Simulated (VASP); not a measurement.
# BiTe: single point with LDA

The system is BiTe.

```xyz
2
Lattice="0.0000 3.2350 3.2350 3.2350 0.0000 3.2350 3.2350 3.2350 0.0000" Properties=species:S:1:pos:R:3 pbc="T T T"
Bi    0.0000    0.0000    0.0000
Te    3.2350    3.2350    3.2350
```

```yaml
Program: VASP 6.6.1
Task: single point
Functional: LDA
Potentials_or_basis: VASP PAW LDA potentials, release 64 (Bi_d, Te)
Cutoff: 500 eV
k_mesh: 7 × 7 × 7
Occupations: methfessel-paxton, width 0.15 eV
Spin: no spin polarisation
Dipole_correction: no
Further_INCAR_settings: ALGO = Normal; EDIFF = 1e-06; NBANDS = 18
```

* Pressure: -2.6 GPa
* Band gap on the k mesh: zero (an odd number of electrons rules out a gap without spin polarisation)

Levels at points of the mesh, in eV from the Fermi level:
| k point | band 8 | band 9 | band 10 | band 11 | band 12 | band 13 |
| --- | --- | --- | --- | --- | --- | --- |
| (0.00, 0.00, 0.00) | -2.54 | -2.54 | -2.54 | 2.10 | 2.10 | 2.10 |

Run time: 16 s on 1 thread of Intel(R) Xeon(R) Platinum 8259CL CPU @ 2.50GHz (Skylake/Cascade Lake) (shared host), peak memory 0.18 GiB.

Caveat: spin-orbit coupling is left out, which moves the levels of the heavy elements.
